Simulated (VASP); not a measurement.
Here is a VASP 6.6.1 calculation.

File INCAR:

```
ALGO = Normal
EDIFF = 1E-6
ENCUT = 570
GGA = CA
GGA_COMPAT = False
ISIF = 2
ISMEAR = 0
LASPH = True
LCHARG = True
LELF = True
LREAL = False
LVHAR = True
LWAVE = False
NBANDS = 15
NELM = 120
PREC = Accurate
SIGMA = 0.15
```

The input KPOINTS:

```
k-points
0
Gamma
  20 20 20
```

File POSCAR:

```
Pt
1.0
    0.0000000000      1.9468328700      2.0490415957
    1.7862191582      0.0000000000      2.0490415957
    1.7862191582      1.9468328700      0.0000000000
Pt
1
Direct
    0.0000000000      0.0000000000      0.0000000000
```

Potentials or basis: VASP PAW LDA potentials, release 64 (Pt_sv_GW).

The run is started by

```sh
$ cat potpaw_LDA.64/Pt_sv_GW/POTCAR > POTCAR
$ mpirun -np 1 vasp_std > vasp.out
```

Question: Estimate the band gap on the k mesh.

Answer: Zero (bands 9 and 10 overlap by 3.03 eV).

Question: What does it give for the pressure?

Answer: 13.1 GPa.

Stress tensor (GPa, compression positive):
```
18.90  0.00  0.00
 0.00 15.88  0.00
 0.00  0.00  4.45
```

Caveat: the cell differs from its parent crystal (normal strain along x -0.0825, normal strain along z +0.0525); the stress differs along the axes, from 4 to 19 GPa; spin-orbit coupling is left out, which moves the levels of the heavy elements.
